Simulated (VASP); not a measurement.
# SiC (Cm) in VASP: notebook

The runs below take SiC through single point, with PBE.

All numbers are computed with VASP 6.6.1; they aren't measurements. Logs are shortened: lines on timing, memory, paths and dates and some standing lists are left out, and cuts for length are marked.

## (1) The cell of the first run

Symmetry: Cm, No. 8, monoclinic system. Conventional cell: a = 5.325 Å, b = 3.075 Å, c = 3.075 Å, α = 90.00°, β = 125.26°, γ = 90.00°. Within 2.1 Å of Si (site symmetry m) lie 3 C at 1.55 to 1.93 Å. Within 2.1 Å of C (site symmetry m) lie 3 Si at 1.55 to 1.93 Å.

## (2) Single point, PBE

INCAR

```
SYSTEM = SiC
PREC = Accurate
ENCUT = 520
EDIFF = 1E-7
ISMEAR = 0
SIGMA = 0.05
LREAL = .FALSE.
LASPH = .TRUE.
NELM = 60
ALGO = Normal
ISIF = 2
LWAVE = .FALSE.
LCHARG = .FALSE.
GGA = PE
NBANDS = 11
```

KPOINTS

```
regular mesh
0
G
  12 12 12
  0 0 0
```

POSCAR

```
SiC
1.0
    0.0000000000      2.1740000000      2.1740000000
    2.1740000000      0.0000000000      2.1740000000
    2.1740000000      2.1740000000      0.0000000000
Si C
1 1
Direct
   -0.1422995477      0.0000000000      0.0000000000
    0.7500000000      0.7500000000      0.7500000000
```

Potentials or basis: VASP PAW PBE potentials, release 64 (Si, C).

The run is started by

```bash
$ cat potpaw_PBE.64/Si/POTCAR potpaw_PBE.64/C/POTCAR > POTCAR
$ mpirun -np 1 vasp_std > vasp.out
```

OUTCAR:

```text
SYSTEM = SiC
   PREC = Accurate
   ENCUT = 520
   EDIFF = 1E-7
   ISMEAR = 0
   LREAL = .FALSE.
   LASPH = .TRUE.
   NELM = 60
   ISIF = 2
   GGA = PE

 ion  position               nearest neighbor table
   1  0.858  0.000  0.000-   2 1.55   2 1.93   2 1.93   2 2.25
   2  0.750  0.750  0.750-   1 1.55   1 1.93   1 1.93   1 2.25

  LATTYP: Found a face centered cubic cell.
 ALAT       =     4.3480000000

  Lattice vectors:

 A1 = (   0.0000000000,   2.1740000000,   2.1740000000)
 A2 = (   2.1740000000,   0.0000000000,   2.1740000000)
 A3 = (   2.1740000000,   2.1740000000,   0.0000000000)

Analysis of symmetry for initial positions (statically):
=====================================================================
 Subroutine PRICEL returns:
 Original cell was already a primitive cell.

 Routine SETGRP: Setting up the symmetry group for a
 face centered cubic supercell.

 Subroutine GETGRP returns: Found  2 space group operations
 (whereof  2 operations were pure point group operations)
 out of a pool of 48 trial point group operations.

The static configuration has the point symmetry C_1h.

Analysis of symmetry for dynamics (positions and initial velocities):
=====================================================================
 Subroutine PRICEL returns:
 Original cell was already a primitive cell.

 Routine SETGRP: Setting up the symmetry group for a
 face centered cubic supercell.

 Subroutine GETGRP returns: Found  2 space group operations
 (whereof  2 operations were pure point group operations)
 out of a pool of 48 trial point group operations.

The dynamic configuration has the point symmetry C_1h.

 Subroutine INISYM returns: Found  2 space group operations
 (whereof  2 operations are pure point group operations),
 and found     1 'primitive' translations

----------------------------------------------------------------------------------------

                                     Primitive cell

  volume of cell :      20.5498

  direct lattice vectors                    reciprocal lattice vectors
     0.000000000  2.174000000  2.174000000    -0.229990800  0.229990800  0.229990800
     2.174000000  0.000000000  2.174000000     0.229990800 -0.229990800  0.229990800
     2.174000000  2.174000000  0.000000000     0.229990800  0.229990800 -0.229990800

  length of vectors
     3.074500285  3.074500285  3.074500285     0.398355752  0.398355752  0.398355752

  position of ions in fractional coordinates (direct lattice)
     0.857700452  0.000000000  0.000000000
     0.750000000  0.750000000  0.750000000

  ion indices of the primitive-cell ions
   primitive index   ion index
                 1           1
                 2           2

----------------------------------------------------------------------------------------

 KPOINTS: regular mesh

Automatic generation of k-mesh.
 Grid dimensions read from file:
 generate k-points for:   12   12   12

 Generating k-lattice:

  Cartesian coordinates                     Fractional coordinates (reciprocal lattice)
    -0.019165900  0.019165900  0.019165900     0.083333333  0.000000000  0.000000000
     0.019165900 -0.019165900  0.019165900     0.000000000  0.083333333  0.000000000
     0.019165900  0.019165900 -0.019165900     0.000000000  0.000000000  0.083333333

  Length of vectors
     0.033196313  0.033196313  0.033196313

  Shift w.r.t. Gamma in fractional coordinates (k-lattice)
     0.000000000  0.000000000  0.000000000

 Subroutine IBZKPT returns following result:
 ===========================================

 Found    476 irreducible k-points:

 Following reciprocal coordinates:
            Coordinates               Weight
  0.000000  0.000000  0.000000      1.000000
  0.083333  0.000000  0.000000      2.000000
  0.000000  0.083333  0.000000      4.000000
  0.083333  0.083333  0.083333      2.000000
  0.166667  0.000000  0.000000      2.000000
  0.000000  0.166667  0.000000      4.000000
[... 16 lines left out ...]
  0.000000  0.166667  0.083333      4.000000
  0.083333  0.000000  0.166667      4.000000
 [... further k-points ...]
   k-points           NKPTS =    476   k-points in BZ     NKDIM =    476   number of bands    NBANDS=     11
   number of dos      NEDOS =    301   number of ions     NIONS =      2
   total plane-waves  NPLWV =  13824
   dimension x,y,z NGX =    24 NGY =   24 NGZ =   24
   dimension x,y,z NGXF=    48 NGYF=   48 NGZF=   48
   ions per type =               1   1
   NGX,Y,Z   is equivalent  to a cutoff of  12.98, 12.98, 12.98 a.u.
   NGXF,Y,Z  is equivalent  to a cutoff of  25.95, 25.95, 25.95 a.u.
 SYSTEM =  SiC
   PREC   = accura    normal or accurate (medium, high low for compatibility)
   ISTART =      0    job   : 0-new  1-cont  2-samecut
   ICHARG =      2    charge: 1-file 2-atom 10-const
   ISPIN  =      1    spin polarized calculation?
   LNONCOLLINEAR =      F non collinear calculations
   LSORBIT =      F    spin-orbit coupling
   LASPH  =      T    aspherical Exc in radial PAW
   ENCUT  =  520.0 eV  38.22 Ry    6.18 a.u.   5.72  5.72  5.72*2*pi/ulx,y,z
   NELM   =     60;   NELMIN=  2; NELMDL= -5     # of ELM steps
   EDIFF  = 0.1E-06   stopping-criterion for ELM
   LREAL  =      F    real-space projection
   EDIFFG = 0.1E-05   stopping-criterion for IOM
   NSW    =      0    number of steps for IOM
   IBRION =     -1    ionic relax: 0-MD 1-quasi-New 2-CG
   NFREE  =      0    steps in history (QN), initial steepest desc. (CG)
   ISIF   =      2    stress and relaxation
   ISYM   =      2    0-nonsym 1-usesym 2-fastsym
   POTIM  = 0.5000    time-step for ionic-motion
   TEBEG  =    0.0;   TEEND  =   0.0 temperature during run
   PSTRESS=    0.0 pullay stress
   NELECT =       8.0000    total number of electrons
   NUPDOWN=      -1.0000    fix difference up-down
   EMIN   =  10.00;   EMAX   =-10.00  energy-range for DOS
   EFERMI =   0.00;   METHOD = LEGACY
   ISMEAR =     0;   SIGMA  =   0.05  broadening in eV -4-tet -1-fermi 0-gaus
   EFERMI_NEDOS =   21; number of points for ismear=-14 and -15
   IALGO  =     38    algorithm
   IMIX   =      4    mixing-type and parameters
     AMIX     =   0.40;   BMIX     =  1.00
     AMIX_MAG =   1.60;   BMIX_MAG =  1.00
  volume/ion in A,a.u.               =      10.27        69.34
  Fermi-wavevector in a.u.,A,eV,Ry     =   1.195369  2.258920 19.441458  1.428907
  Thomas-Fermi vector in A             =   2.331336
   LORBIT       =      0    0 simple, 1 ext, 2 COOP (PROOUT), +10 PAW based schemes
   GGA     = PE    functional components
   LHFCALC =     F    Hartree Fock is set to
   AEXX    =    0.0000 exact exchange contribution
   IVDW    =     0    specifies the selected vdW correction
   LEPSILON=     F    determine dielectric tensor
   LRPA    =     F    only Hartree local field effects (RPA)
 non-spin polarized calculation
 Gauss-broadening in eV      SIGMA  =   0.05
  energy-cutoff  :      520.00
  volume of cell :       20.55
 maximum number of plane-waves:       568
   NGX = 11   NGY = 11   NGZ = 11

 number of electron       8.0000001 magnetization

 Free energy of the ion-electron system (eV)
  ---------------------------------------------------
  ext. energy  EPLUGINS =         0.00000000
  ---------------------------------------------------
  free energy    TOTEN  =       -13.05304766 eV

  energy without entropy =      -13.05282023  energy(sigma->0) =      -13.05293395

 E-fermi :   9.2631     XC(G=0): -11.3833

 val. band max:        9.2457080004   @ k =   0.0000   0.0833   0.0000
 cond. band min:       9.2704872182   @ k =   0.0000   0.5000   0.4167
 fundamental gap:      0.0247792178
 Fermi energy:         9.2631412687

 k-point     1 :       0.0000    0.0000    0.0000
  band No.  band energies     occupation
      1      -7.3787      2.00000
      2       6.1410      2.00000
      3       8.1821      2.00000
      4       9.3534      0.01070
      5      13.7046      0.00000
      6      15.1205      0.00000
      7      15.8876      0.00000
      8      16.7750      0.00000
      9      22.2706      0.00000
     10      22.4611      0.00000
     11      23.0370      0.00000

 k-point     2 :       0.0833    0.0000    0.0000
  band No.  band energies     occupation
      1      -7.2482      2.00000
      2       6.0502      2.00000
      3       8.1200      2.00000
      4       8.5238      2.00000
      5      14.1209      0.00000
      6      15.1156      0.00000
      7      15.7578      0.00000
      8      17.0403      0.00000
      9      22.0211      0.00000
     10      22.1835      0.00000
     11      23.0619      0.00000

 k-point     3 :       0.0000    0.0833    0.0000
  band No.  band energies     occupation
      1      -7.2445      2.00000
      2       5.9257      2.00000
      3       7.7190      2.00000
      4       9.2457      1.37805
      5      13.8791      0.00000
      6      14.9844      0.00000
      7      15.8161      0.00000
      8      17.3297      0.00000
      9      21.6466      0.00000
     10      21.9612      0.00000
     11      23.5038      0.00000

 k-point     4 :       0.0833    0.0833    0.0833
  band No.  band energies     occupation
      1      -7.2411      2.00000
      2       5.6677      2.00000
      3       8.0546      2.00000
      4       9.2213      1.76363
      5      13.9404      0.00000
      6      15.4670      0.00000
      7      15.6647      0.00000
      8      16.9521      0.00000
      9      21.2081      0.00000
     10      21.6710      0.00000
     11      23.9533      0.00000
[... 239 lines left out ...]
 k-point    22 :       0.1667    0.0833    0.0000
  band No.  band energies     occupation
      1      -6.8976      2.00000
      2       5.5666      2.00000
      3       7.3719      2.00000
      4       7.8535      2.00000
      5      14.1475      0.00000
      6      14.9634      0.00000
      7      16.4340      0.00000
      8      17.4030      0.00000
      9      20.2374      0.00000
     10      22.8494      0.00000
     11      23.8576      0.00000

 k-point    23 :       0.0000    0.1667    0.0833
  band No.  band energies     occupation
      1      -6.8897      2.00000
      2       5.2236      2.00000
      3       7.1730      2.00000
      4       8.7121      2.00000
      5      14.0601      0.00000
      6      14.7831      0.00000
      7      16.0443      0.00000
      8      17.7536      0.00000
      9      20.1811      0.00000
     10      22.6421      0.00000
     11      24.2015      0.00000

 k-point    24 :       0.0833    0.0000    0.1667
  band No.  band energies     occupation
      1      -6.8862      2.00000
      2       5.2245      2.00000
      3       6.9221      2.00000
      4       9.0053      2.00000
      5      13.8386      0.00000
      6      14.7837      0.00000
      7      16.2313      0.00000
      8      18.1190      0.00000
      9      20.2036      0.00000
     10      22.3056      0.00000
     11      23.8375      0.00000

 [... further k-points ...]
[... 5 lines left out ...]
  --------------------------------------------------------------------------------------
  -------------------------------------------------------------------------------------
  Total        6.3976130      2.6922019      2.6922019      3.9921037      3.3636181      3.9921038
  in kB      498.7925245    209.8986273    209.8986273    311.2459992    262.2458668    311.2460127
  external PRESSURE =     306.1965930 kB  Pullay stress =       0.0000000 kB

 VOLUME and BASIS-vectors are now :
 -----------------------------------------------------------------------------
  energy-cutoff  :      520.00
  volume of cell :       20.55
      direct lattice vectors                 reciprocal lattice vectors
     0.000000000  2.174000000  2.174000000    -0.229990800  0.229990800  0.229990800
     2.174000000  0.000000000  2.174000000     0.229990800 -0.229990800  0.229990800
     2.174000000  2.174000000  0.000000000     0.229990800  0.229990800 -0.229990800

 POSITION                                       TOTAL-FORCE (eV/Angst)
 -----------------------------------------------------------------------------------
      0.00000      1.86464      1.86464         7.343605      6.878621      6.878621
      3.26100      3.26100      3.26100        -7.343605     -6.878621     -6.878621
 -----------------------------------------------------------------------------------
    total drift:                                0.000007      0.000012      0.000012

  FREE ENERGIE OF THE ION-ELECTRON SYSTEM (eV)
  ---------------------------------------------------
  free  energy   TOTEN  =       -13.0530476625 eV

  energy  without entropy=      -13.0528202298  energy(sigma->0) =      -13.05293395
```

Wall time 40 s (1 thread of Intel Xeon Platinum 8488C (Sapphire Rapids), shared host); peak memory 0.21 GiB.

Results:

```yaml
Free_energy: -13.0530 eV
Pressure: 30.6 GPa
Largest_force: 12.188 eV/Å
Band_gap_on_the_k_mesh: zero (band 4 reaches 9.35 eV, above the bottom of band 5 at 8.93 eV)
```

Forces in eV/Å, atoms in the order of the input:
```
Si   7.344  6.879  6.879
C   -7.344 -6.879 -6.879
```

Levels at points of the mesh, in eV from the Fermi level:
```csv
k point,band 1,band 2,band 3,band 4,band 5,band 6,band 7,band 8,band 9
"(0.00, 0.00, 0.00)",-16.64,-3.12,-1.08,0.09,4.44,5.86,6.62,7.51,13.01
"(0.50, 0.00, 0.00)",-13.51,-8.76,-3.65,-1.79,4.20,4.56,6.71,8.74,13.73
"(0.00, 0.50, 0.00)",-13.20,-9.65,-3.41,-0.76,3.33,4.82,7.38,9.19,13.62
"(0.50, 0.50, 0.50)",-12.72,-10.67,-2.40,-1.14,3.92,5.87,7.66,8.25,13.50
"(0.50, 0.50, 0.00)",-11.90,-8.82,-4.82,-3.68,-0.13,2.87,11.93,13.38,13.63
"(0.00, 0.50, 0.50)",-11.82,-9.14,-4.28,-3.51,-0.33,2.56,11.57,13.53,14.57
```

Caveat: the cell differs from its parent crystal (all Si atoms moved +0.438 Å, as atom 1 towards its neighbour atom 1 (Si) at 3.075 Å); forces of over 1 eV/Å act on the atoms, so gaps and moduli don't describe the material at rest.

## (3) Single point, PBE

INCAR

```
ALGO = Normal ; EDIFF = 1E-7
ENCUT = 520 ; GGA = PE
ISIF = 2 ; ISMEAR = 0
LASPH = T ; LCHARG = F
LREAL = F ; LWAVE = F
NBANDS = 11 ; NELM = 80
PREC = Accurate ; SIGMA = 0.05
```

KPOINTS

```
k-points
0
Gamma
  12 12 12
```

Edit POSCAR of step 2 so:

```diff
@@ -8,3 +8,3 @@
 Direct
-   -0.1422995477      0.0000000000      0.0000000000
+   -0.1016425341      0.0000000000      0.0000000000
     0.7500000000      0.7500000000      0.7500000000
```

Potentials or basis: VASP PAW PBE potentials, release 64 (Si, C).

The run is started by

```bash
$ cat potpaw_PBE.64/Si/POTCAR potpaw_PBE.64/C/POTCAR > POTCAR
$ mpirun -np 1 vasp_std > vasp.out
```

Run time: 37 s. Hardware: 1 thread of Intel Xeon Platinum 8488C (Sapphire Rapids), shared host; peak memory 0.21 GiB.

Results (log left out):

```yaml
Free_energy: -14.0659 eV
Pressure: 17.3 GPa
Largest_force: 7.470 eV/Å
Band_gap_on_the_k_mesh: zero (band 4 reaches 9.25 eV, above the bottom of band 5 at 9.23 eV)
```

Forces on the atoms (eV/Å):
```
Si   3.591  4.632  4.632
C   -3.591 -4.632 -4.632
```

Stress tensor (GPa, compression positive):
```
25.37 18.67 18.67
18.67 13.30 14.15
18.67 14.15 13.30
```

Levels at points of the mesh, in eV from the Fermi level:
```
           k point  band 2  band 3  band 4  band 5  band 6  band 7
(0.00, 0.00, 0.00)   -2.59   -1.04    0.01    4.81    6.05    6.28
(0.50, 0.00, 0.00)   -8.90   -3.26   -1.84    4.33    4.98    6.61
(0.00, 0.50, 0.00)   -9.63   -3.14   -1.00    3.81    5.07    7.33
(0.50, 0.50, 0.50)  -10.46   -2.32   -1.25    4.18    5.93    7.34
(0.50, 0.50, 0.00)   -8.84   -4.71   -3.76    0.08    3.08   12.53
(0.00, 0.50, 0.50)   -9.05   -4.25   -3.81   -0.01    2.83   12.40
```

Caveat: the cell differs from its parent crystal (all Si atoms moved +0.312 Å, as atom 1 towards its neighbour atom 1 (Si) at 3.075 Å); forces of over 1 eV/Å act on the atoms, so gaps and moduli don't describe the material at rest.

## (4) Single point, PBE

INCAR

```
SYSTEM = SiC
PREC = Accurate ; ENCUT = 520
EDIFF = 1E-7 ; ISMEAR = 0
SIGMA = 0.05 ; LREAL = .FALSE.
LASPH = .TRUE. ; NELM = 80
ALGO = Normal ; ISIF = 2
LWAVE = .FALSE. ; LCHARG = .FALSE.
GGA = PE ; NBANDS = 11
```

KPOINTS

```
Automatic mesh
0
G
  12 12 12
  0 0 0
```

Edit POSCAR of step 3 so:

```diff
@@ -8,3 +8,3 @@
 Direct
-   -0.1016425341      0.0000000000      0.0000000000
+   -0.0609855205      0.0000000000      0.0000000000
     0.7500000000      0.7500000000      0.7500000000
```

The run is started by

```bash
$ cat potpaw_PBE.64/Si/POTCAR potpaw_PBE.64/C/POTCAR > POTCAR
$ mpirun -np 1 vasp_std > vasp.out
```

Wall time 36 s (1 thread of Intel Xeon Platinum 8488C (Sapphire Rapids), shared host); peak memory 0.21 GiB.

Results (log left out):

```
Free energy            : -14.7067 eV
Pressure               : 9.1 GPa
Largest force          : 3.962 eV/Å
Band gap on the k mesh : 0.48 eV, indirect (least direct gap 4.15 eV)
```

Forces on the atoms (eV/Å):
```
Si   1.256  2.657  2.657
C   -1.256 -2.657 -2.657
```

Stress tensor (GPa, compression positive):
```
11.59  9.80  9.80
 9.80  7.87  5.28
 9.80  5.28  7.87
```

Levels at points of the mesh, in eV from the valence-band top:
```tsv
k point	band 1	band 2	band 3	band 4	band 5	band 6	band 7	band 8
(0.00, 0.00, 0.00)	-16.25	-1.70	-0.76	0.00	5.38	6.41	6.49	7.07
(0.50, 0.00, 0.00)	-12.87	-8.85	-2.52	-1.66	4.69	5.74	6.74	9.26
(0.00, 0.50, 0.00)	-12.69	-9.34	-2.49	-1.11	4.49	5.71	7.29	9.28
(0.50, 0.50, 0.50)	-12.45	-9.87	-1.95	-1.23	4.63	6.29	7.21	9.15
(0.50, 0.50, 0.00)	-11.26	-8.57	-4.27	-3.64	0.50	3.50	13.23	13.46
(0.00, 0.50, 0.50)	-11.24	-8.66	-3.96	-3.79	0.48	3.39	13.25	13.45
```

Caveat: the cell differs from its parent crystal (all Si atoms moved +0.188 Å, as atom 1 towards its neighbour atom 1 (Si) at 3.075 Å); forces of over 1 eV/Å act on the atoms, so gaps and moduli don't describe the material at rest. A k mesh can miss the band edges.
